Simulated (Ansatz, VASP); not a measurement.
# Sc: VASP beside Ansatz

```
Sc
1.0
     3.33091    0.00000    0.00000
    -1.66546    2.88466    0.00000
     0.00000    0.00000    5.30822
Sc
2
Direct
  0.66667 0.33333 0.75000
  0.33333 0.66667 0.25000
```

Alike in both runs: task single point; functional LDA; k mesh 9 × 9 × 5; occupations fermi-dirac, width 0.05 eV; no spin polarisation.

```csv
,VASP,Ansatz
version,VASP 6.6.1,Ansatz 0.2.0
potentials or method,"VASP PAW LDA potentials, release 64 (Sc_sv)",Ansatz PAW
plane-wave cutoff (eV),520,420
valence electrons in the cell,22,22
```

```tsv
	VASP	Ansatz	Ansatz less VASP
gap on the k mesh at the Fermi level (eV)	none	none	-
pressure (GPa)	-6.1	-6.1	-0.06
traceless stress, the component that is largest in VASP (GPa)	-1.07	-1.07	+0.001
```

LDA's correlation is that of Perdew and Zunger in VASP and of Perdew and Wang (1992) in Ansatz. A gap of «none» marks a metal or a gap that the smearing closes.
